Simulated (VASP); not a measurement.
# Sc (P6_3/mmc) in VASP: further runs

Runs on Sc. Level: PBE. Tasks: single point.

Everything below comes from runs of VASP 6.6.1. Logs are shortened: lines on timing, memory, paths and dates and some standing lists are left out, and cuts for length are marked.

## 1. The cell of the first run

The structure is hexagonal, space group P6_3/mmc (No. 194). Conventional cell: a = 3.205 Å, b = 3.205 Å, c = 5.614 Å, α = 90.00°, β = 90.00°, γ = 120.00°. Sc (site symmetry -6m2) has 12 Sc at 3.21 to 3.36 Å within 4.2 Å.

## 2. Single point, PBE

INCAR reads:

```
ALGO     = Fast           # electronic algorithm
EDIFF    = 1E-6           # SCF threshold, eV
ENCUT    = 520            # plane-wave cutoff, eV
GGA      = PE             # functional
ISIF     = 2              # what is computed and relaxed
ISMEAR   = 0              # smearing method
LASPH    = True           # aspherical terms in the spheres
LCHARG   = True           # write CHGCAR
LELF     = True           # ELF
LREAL    = False          # projectors in reciprocal space
LVHAR    = True         
LWAVE    = False          # write WAVECAR
NBANDS   = 18             # bands
NELM     = 100            # most SCF steps
PREC     = Accurate       # precision mode
SIGMA    = 0.15           # smearing width, eV
```

KPOINTS reads:

```
k-points
0
Gamma
  18 18 10
```

POSCAR reads:

```
Sc
1.0
    3.2053294912      0.0000000000      0.0000000000
   -1.6026647456      2.7758967669      0.0000000000
    0.0000000000      0.0000000000      5.6135925833
Sc
2
Direct
    0.3333333333      0.6666666667      0.2500000000
    0.6666666667      0.3333333333      0.7500000000
```

Potentials or basis: VASP PAW PBE potentials, release 64 (Sc_sv).

Command:

```sh
> cat potpaw_PBE.64/Sc_sv/POTCAR > POTCAR
> mpirun -np 1 vasp_std > vasp.out
```

OUTCAR:

```text
EDIFF = 1E-6
   ENCUT = 520
   GGA = PE
   ISIF = 2
   ISMEAR = 0
   LASPH = True
   LREAL = False
   NELM = 100
   PREC = Accurate

 ion  position               nearest neighbor table
   1  0.333  0.667  0.250-   2 3.36   2 3.36   2 3.36   2 3.36   2 3.36   2 3.36
   2  0.667  0.333  0.750-   1 3.36   1 3.36   1 3.36   1 3.36   1 3.36   1 3.36

  LATTYP: Found a hexagonal cell.
 ALAT       =     3.2053294912
 C/A-ratio  =     1.7513309002

  Lattice vectors:

 A1 = (   3.2053294912,   0.0000000000,   0.0000000000)
 A2 = (  -1.6026647456,   2.7758967669,   0.0000000000)
 A3 = (   0.0000000000,   0.0000000000,   5.6135925833)

Analysis of symmetry for initial positions (statically):
=====================================================================
 Subroutine PRICEL returns:
 Original cell was already a primitive cell.

 Routine SETGRP: Setting up the symmetry group for a
 hexagonal supercell.

 Subroutine GETGRP returns: Found 24 space group operations
 (whereof 12 operations were pure point group operations)
 out of a pool of 24 trial point group operations.

The static configuration has the point symmetry D_3d.
 The point group associated with its full space group is D_6h.

Analysis of symmetry for dynamics (positions and initial velocities):
=====================================================================
 Subroutine PRICEL returns:
 Original cell was already a primitive cell.

 Routine SETGRP: Setting up the symmetry group for a
 hexagonal supercell.

 Subroutine GETGRP returns: Found 24 space group operations
 (whereof 12 operations were pure point group operations)
 out of a pool of 24 trial point group operations.

The dynamic configuration has the point symmetry D_3d.
 The point group associated with its full space group is D_6h.

 Subroutine INISYM returns: Found 24 space group operations
 (whereof 12 operations are pure point group operations),
 and found     1 'primitive' translations

----------------------------------------------------------------------------------------

                                     Primitive cell

  volume of cell :      49.9479

  direct lattice vectors                    reciprocal lattice vectors
     3.205329491  0.000000000  0.000000000     0.311980407  0.180121972  0.000000000
    -1.602664746  2.775896767  0.000000000     0.000000000  0.360243944  0.000000000
     0.000000000  0.000000000  5.613592583     0.000000000  0.000000000  0.178139041

  length of vectors
     3.205329491  3.205329491  5.613592583     0.360243944  0.360243944  0.178139041

  position of ions in fractional coordinates (direct lattice)
     0.333333333  0.666666667  0.250000000
     0.666666667  0.333333333  0.750000000

  ion indices of the primitive-cell ions
   primitive index   ion index
                 1           1
                 2           2

----------------------------------------------------------------------------------------

 KPOINTS: k-points

Automatic generation of k-mesh.
 Grid dimensions read from file:
 generate k-points for:   18   18   10

 Generating k-lattice:

  Cartesian coordinates                     Fractional coordinates (reciprocal lattice)
     0.017332245  0.010006776  0.000000000     0.055555556 -0.000000000  0.000000000
     0.000000000  0.020013552  0.000000000     0.000000000  0.055555556  0.000000000
     0.000000000  0.000000000  0.017813904     0.000000000  0.000000000  0.100000000

  Length of vectors
     0.020013552  0.020013552  0.017813904

  Shift w.r.t. Gamma in fractional coordinates (k-lattice)
     0.000000000  0.000000000  0.000000000

 Subroutine IBZKPT returns following result:
 ===========================================

 Found    222 irreducible k-points:

 Following reciprocal coordinates:
            Coordinates               Weight
  0.000000  0.000000  0.000000      1.000000
  0.055556  0.000000  0.000000      6.000000
  0.111111  0.000000  0.000000      6.000000
  0.166667  0.000000  0.000000      6.000000
  0.222222  0.000000  0.000000      6.000000
  0.277778  0.000000  0.000000      6.000000
[... 16 lines left out ...]
  0.333333  0.111111  0.000000     12.000000
  0.388889  0.111111  0.000000     12.000000
 [... further k-points ...]
   k-points           NKPTS =    222   k-points in BZ     NKDIM =    222   number of bands    NBANDS=     18
   number of dos      NEDOS =    301   number of ions     NIONS =      2
   total plane-waves  NPLWV =  24192
   dimension x,y,z NGX =    24 NGY =   24 NGZ =   42
   dimension x,y,z NGXF=    48 NGYF=   48 NGZF=   84
   ions per type =               2
   NGX,Y,Z   is equivalent  to a cutoff of  12.45, 12.45, 12.44 a.u.
   NGXF,Y,Z  is equivalent  to a cutoff of  24.90, 24.90, 24.88 a.u.
 SYSTEM =  unknown system
   PREC   = accura    normal or accurate (medium, high low for compatibility)
   ISTART =      0    job   : 0-new  1-cont  2-samecut
   ICHARG =      2    charge: 1-file 2-atom 10-const
   ISPIN  =      1    spin polarized calculation?
   LNONCOLLINEAR =      F non collinear calculations
   LSORBIT =      F    spin-orbit coupling
   LASPH  =      T    aspherical Exc in radial PAW
   ENCUT  =  520.0 eV  38.22 Ry    6.18 a.u.   5.96  5.96 10.44*2*pi/ulx,y,z
   NELM   =    100;   NELMIN=  2; NELMDL= -5     # of ELM steps
   EDIFF  = 0.1E-05   stopping-criterion for ELM
   LREAL  =      F    real-space projection
   EDIFFG = 0.1E-04   stopping-criterion for IOM
   NSW    =      0    number of steps for IOM
   IBRION =     -1    ionic relax: 0-MD 1-quasi-New 2-CG
   NFREE  =      0    steps in history (QN), initial steepest desc. (CG)
   ISIF   =      2    stress and relaxation
   ISYM   =      2    0-nonsym 1-usesym 2-fastsym
   POTIM  = 0.5000    time-step for ionic-motion
   TEBEG  =    0.0;   TEEND  =   0.0 temperature during run
   PSTRESS=    0.0 pullay stress
   NELECT =      22.0000    total number of electrons
   NUPDOWN=      -1.0000    fix difference up-down
   EMIN   =  10.00;   EMAX   =-10.00  energy-range for DOS
   EFERMI =   0.00;   METHOD = LEGACY
   ISMEAR =     0;   SIGMA  =   0.15  broadening in eV -4-tet -1-fermi 0-gaus
   EFERMI_NEDOS =   21; number of points for ismear=-14 and -15
   IALGO  =     68    algorithm
   IMIX   =      4    mixing-type and parameters
     AMIX     =   0.40;   BMIX     =  1.00
     AMIX_MAG =   1.60;   BMIX_MAG =  1.00
  volume/ion in A,a.u.               =      24.97       168.53
  Fermi-wavevector in a.u.,A,eV,Ry     =   1.245595  2.353833 21.109524  1.551506
  Thomas-Fermi vector in A             =   2.379810
   LORBIT       =      0    0 simple, 1 ext, 2 COOP (PROOUT), +10 PAW based schemes
   GGA     = PE    functional components
   LHFCALC =     F    Hartree Fock is set to
   AEXX    =    0.0000 exact exchange contribution
   IVDW    =     0    specifies the selected vdW correction
   LEPSILON=     F    determine dielectric tensor
   LRPA    =     F    only Hartree local field effects (RPA)
 non-spin polarized calculation
 RMM-DIIS sequential band-by-band and
 Gauss-broadening in eV      SIGMA  =   0.15
  energy-cutoff  :      520.00
  volume of cell :       49.95
 maximum number of plane-waves:      1392
 NGX is ok and might be reduce to    24

 number of electron      21.9999996 magnetization

 Free energy of the ion-electron system (eV)
  ---------------------------------------------------
  ext. energy  EPLUGINS =         0.00000000
  ---------------------------------------------------
  free energy    TOTEN  =       -12.42356314 eV

  energy without entropy =      -12.36902640  energy(sigma->0) =      -12.39629477

 E-fermi :   3.6251     XC(G=0):  -9.8240

 val. band max:        3.6242253484   @ k =   0.3889   0.0556   0.5000
 cond. band min:       3.6276097206   @ k =   0.3889   0.1111   0.3000
 fundamental gap:      0.0033843722
 Fermi energy:         3.6250873778

 k-point     1 :       0.0000    0.0000    0.0000
  band No.  band energies     occupation
      1     -45.8516      2.00000
      2     -45.8106      2.00000
      3     -24.6098      2.00000
      4     -24.2973      2.00000
      5     -24.2887      2.00000
      6     -24.2887      2.00000
[... 10 lines left out ...]
     17       6.3279      0.00000
     18       6.3315      0.00000

 k-point     2 :       0.0556    0.0000    0.0000
  band No.  band energies     occupation
      1     -45.8498      2.00000
      2     -45.8094      2.00000
      3     -24.6060      2.00000
      4     -24.2996      2.00000
      5     -24.2979      2.00000
      6     -24.2918      2.00000
[... 10 lines left out ...]
     17       6.2538      0.00000
     18       6.3048      0.00000

 k-point     3 :       0.1111    0.0000    0.0000
  band No.  band energies     occupation
      1     -45.8447      2.00000
      2     -45.8060      2.00000
      3     -24.5951      2.00000
      4     -24.3310      2.00000
      5     -24.3005      2.00000
      6     -24.2997      2.00000
[... 10 lines left out ...]
     17       6.0620      0.00000
     18       6.1778      0.00000

 k-point     4 :       0.1667    0.0000    0.0000
  band No.  band energies     occupation
      1     -45.8369      2.00000
      2     -45.8008      2.00000
      3     -24.5778      2.00000
      4     -24.3791      2.00000
      5     -24.3469      2.00000
      6     -24.3136      2.00000
[... 375 lines left out ...]
      4     -24.5242      2.00000
      5     -24.4955      2.00000
      6     -24.3782      2.00000
[... 10 lines left out ...]
     17       7.0179      0.00000
     18       7.2779      0.00000

 k-point    23 :       0.3333    0.1111    0.0000
  band No.  band energies     occupation
      1     -45.7946      2.00000
      2     -45.7773      2.00000
      3     -24.5986      2.00000
      4     -24.5604      2.00000
      5     -24.4707      2.00000
      6     -24.3951      2.00000
[... 10 lines left out ...]
     17       7.2805      0.00000
     18       7.4197      0.00000

 k-point    24 :       0.3889    0.1111    0.0000
  band No.  band energies     occupation
      1     -45.7886      2.00000
      2     -45.7752      2.00000
      3     -24.6266      2.00000
      4     -24.5839      2.00000
      5     -24.4512      2.00000
      6     -24.4060      2.00000
[... 10 lines left out ...]
     17       7.2314      0.00000
     18       7.4391      0.00000

 [... further k-points ...]
[... 5 lines left out ...]
  --------------------------------------------------------------------------------------
  -------------------------------------------------------------------------------------
  Total        0.7542781      0.7542781     -1.7146834      0.0000000     -0.0000000     -0.0000000
  in kB       24.1949773     24.1949773    -55.0018956      0.0000000     -0.0000000     -0.0000000
  external PRESSURE =      -2.2039803 kB  Pullay stress =       0.0000000 kB

 VOLUME and BASIS-vectors are now :
 -----------------------------------------------------------------------------
  energy-cutoff  :      520.00
  volume of cell :       49.95
      direct lattice vectors                 reciprocal lattice vectors
     3.205329491  0.000000000  0.000000000     0.311980407  0.180121972  0.000000000
    -1.602664746  2.775896767  0.000000000     0.000000000  0.360243944  0.000000000
     0.000000000  0.000000000  5.613592583     0.000000000  0.000000000  0.178139041

 POSITION                                       TOTAL-FORCE (eV/Angst)
 -----------------------------------------------------------------------------------
     -0.00000      1.85060      1.40340         0.000000      0.000000      0.000000
      1.60266      0.92530      4.21019        -0.000000      0.000000      0.000000
 -----------------------------------------------------------------------------------
    total drift:                                0.000000     -0.000000      0.000000

  FREE ENERGIE OF THE ION-ELECTRON SYSTEM (eV)
  ---------------------------------------------------
  free  energy   TOTEN  =       -12.4235631388 eV

  energy  without entropy=      -12.3690263993  energy(sigma->0) =      -12.39629477
```

Wall time 2.7 min (1 thread of Intel Xeon Platinum 8375C at 2.90GHz (Ice Lake), shared host); peak memory 0.28 GiB.

What came out:

| Property | Result |
| --- | --- |
| Free energy | -12.4236 eV |
| Pressure | -0.2 GPa |
| Band gap on the k mesh | zero (band 11 reaches 4.15 eV, above the bottom of band 12 at 3.28 eV) |

Stress tensor (GPa, compression positive):
```
 2.42  0.00  0.00
 0.00  2.42  0.00
 0.00  0.00 -5.50
```

## 3. Single point, PBE

This run uses another cell than the first one, of the same volume but with other edges.

INCAR reads:

```
SYSTEM = Sc
PREC = Accurate ; ENCUT = 520
EDIFF = 1E-6 ; ISMEAR = 0
SIGMA = 0.15 ; LREAL = .False.
LASPH = .True. ; NELM = 80
ALGO = Fast ; ISIF = 2
LWAVE = .False. ; LCHARG = .False.
GGA = PE ; NBANDS = 18
```

KPOINTS reads:

```
Automatic mesh
0
Gamma
  18 18 10
  0 0 0
```

POSCAR reads:

```
Sc
1.0
    3.3541295290      0.0000000000      0.0000000000
   -1.6770647645      2.9047613797      0.0000000000
    0.0000000000      0.0000000000      5.1265664180
Sc
2
Direct
    0.3333333333      0.6666666667      0.2500000000
    0.6666666667      0.3333333333      0.7500000000
```

Potentials or basis: VASP PAW PBE potentials, release 64 (Sc_sv).

Command:

```sh
> cat potpaw_PBE.64/Sc_sv/POTCAR > POTCAR
> mpirun -np 1 vasp_std > vasp.out
```

OUTCAR:

```text
SYSTEM = Sc
   PREC = Accurate
   ENCUT = 520
   EDIFF = 1E-6
   ISMEAR = 0
   LREAL = .False.
   LASPH = .True.
   NELM = 80
   ISIF = 2
   GGA = PE

 ion  position               nearest neighbor table
   1  0.333  0.667  0.250-   2 3.21   2 3.21   2 3.21   2 3.21   2 3.21   2 3.21
   2  0.667  0.333  0.750-   1 3.21   1 3.21   1 3.21   1 3.21   1 3.21   1 3.21

  LATTYP: Found a hexagonal cell.
 ALAT       =     3.3541295290
 C/A-ratio  =     1.5284342401

  Lattice vectors:

 A1 = (   3.3541295290,   0.0000000000,   0.0000000000)
 A2 = (  -1.6770647645,   2.9047613797,   0.0000000000)
[... 676 lines left out ...]
      5     -24.4978      2.00000
      6     -24.4379      2.00000
[... 10 lines left out ...]
     17       7.2458      0.00000
     18       7.6953      0.00000

 [... further k-points ...]
[... 5 lines left out ...]
  --------------------------------------------------------------------------------------
  -------------------------------------------------------------------------------------
  Total       -0.3486975     -0.3486975      0.0926849      0.0000000      0.0000000      0.0000000
  in kB      -11.1851693    -11.1851693      2.9730540      0.0000000      0.0000000      0.0000000
  external PRESSURE =      -6.4657615 kB  Pullay stress =       0.0000000 kB

 VOLUME and BASIS-vectors are now :
 -----------------------------------------------------------------------------
  energy-cutoff  :      520.00
  volume of cell :       49.95
      direct lattice vectors                 reciprocal lattice vectors
     3.354129529  0.000000000  0.000000000     0.298139947  0.172131179  0.000000000
    -1.677064765  2.904761380  0.000000000     0.000000000  0.344262357  0.000000000
     0.000000000  0.000000000  5.126566418     0.000000000  0.000000000  0.195062332

 POSITION                                       TOTAL-FORCE (eV/Angst)
 -----------------------------------------------------------------------------------
     -0.00000      1.93651      1.28164         0.000000      0.000000      0.000000
      1.67706      0.96825      3.84492        -0.000000     -0.000000      0.000000
 -----------------------------------------------------------------------------------
    total drift:                               -0.000000      0.000000     -0.000000

  FREE ENERGIE OF THE ION-ELECTRON SYSTEM (eV)
  ---------------------------------------------------
  free  energy   TOTEN  =       -12.5175361423 eV

  energy  without entropy=      -12.4716573536  energy(sigma->0) =      -12.49459675
```

OSZICAR:

```text
N       E                     dE             d eps       ncg     rms          rms(c)
DAV:   1     0.356948726874E+03    0.35695E+03   -0.10965E+04  8008   0.129E+03
DAV:   2     0.605037248808E+01   -0.35090E+03   -0.34393E+03  9752   0.541E+02
DAV:   3    -0.135331411016E+02   -0.19584E+02   -0.18772E+02 13158   0.153E+02
DAV:   4    -0.139213546605E+02   -0.38821E+00   -0.38605E+00 12190   0.198E+01
DAV:   5    -0.139255932433E+02   -0.42386E-02   -0.42365E-02 13692   0.224E+00    0.752E+00
RMM:   6    -0.126013409967E+02    0.13243E+01   -0.18567E+00  8294   0.175E+01    0.260E+00
RMM:   7    -0.125371783285E+02    0.64163E-01   -0.34761E+00 10547   0.136E+01    0.146E+00
RMM:   8    -0.125081275797E+02    0.29051E-01   -0.20875E-01  8721   0.538E+00    0.534E-01
RMM:   9    -0.125154569279E+02   -0.73293E-02   -0.12025E-01 11477   0.204E+00    0.129E-01
RMM:  10    -0.125169658159E+02   -0.15089E-02   -0.20920E-02 11887   0.794E-01    0.587E-02
RMM:  11    -0.125173492888E+02   -0.38347E-03   -0.50405E-03 12526   0.437E-01    0.268E-02
RMM:  12    -0.125174851074E+02   -0.13582E-03   -0.13865E-03 13098   0.178E-01    0.578E-03
RMM:  13    -0.125175334299E+02   -0.48323E-04   -0.40483E-04 11941   0.860E-02    0.957E-03
RMM:  14    -0.125175334224E+02    0.75725E-08   -0.76749E-05 10540   0.458E-02    0.378E-03
RMM:  15    -0.125175355812E+02   -0.21588E-05   -0.24777E-05 10150   0.281E-02    0.153E-03
RMM:  16    -0.125175361423E+02   -0.56114E-06   -0.66214E-06  9402   0.163E-02
   1 F= -.12517536E+02 E0= -.12494597E+02  d E =-.458788E-01
```

stdout:

```text
POSCAR found type information on POSCAR Sc
 POSCAR found :  1 types and       2 ions
 scaLAPACK will be used
 LDA part: xc-table for (Slater+PW92), standard interpolation
 POSCAR, INCAR and KPOINTS ok, starting setup
 FFT: planning ... GRIDC
 FFT: planning ... GRID_SOFT
 FFT: planning ... GRID
 WAVECAR not read
 entering main loop
```

Run time: 4.2 min. Hardware: 1 thread of Intel Xeon Platinum 8375C at 2.90GHz (Ice Lake), shared host; peak memory 0.29 GiB.

Results:

| Item | Value |
| --- | --- |
| Free energy | -12.5175 eV |
| Pressure | -0.6 GPa |
| Band gap on the k mesh | zero (band 11 reaches 4.64 eV, above the bottom of band 12 at 3.08 eV) |

Stress tensor (GPa, compression positive):
```
-1.12  0.00  0.00
 0.00 -1.12  0.00
 0.00  0.00  0.30
```

Levels at points of the mesh, in eV from the Fermi level:
| k point | band 8 | band 9 | band 10 | band 11 | band 12 | band 13 | band 14 | band 15 |
| --- | --- | --- | --- | --- | --- | --- | --- | --- |
| (0.00, 0.00, 0.00) | -27.84 | -5.09 | -1.58 | 0.73 | 1.56 | 1.56 | 1.93 | 2.03 |
| (0.50, 0.00, 0.00) | -27.91 | -1.63 | -1.05 | -0.62 | -0.39 | 1.26 | 1.34 | 1.92 |
| (0.00, 0.00, 0.50) | -27.91 | -3.53 | -3.53 | 1.04 | 1.04 | 1.45 | 1.45 | 1.45 |
| (0.50, 0.00, 0.50) | -27.94 | -1.44 | -1.44 | 0.08 | 0.08 | 1.27 | 1.27 | 2.30 |

(Continued in part 2 of 2.)
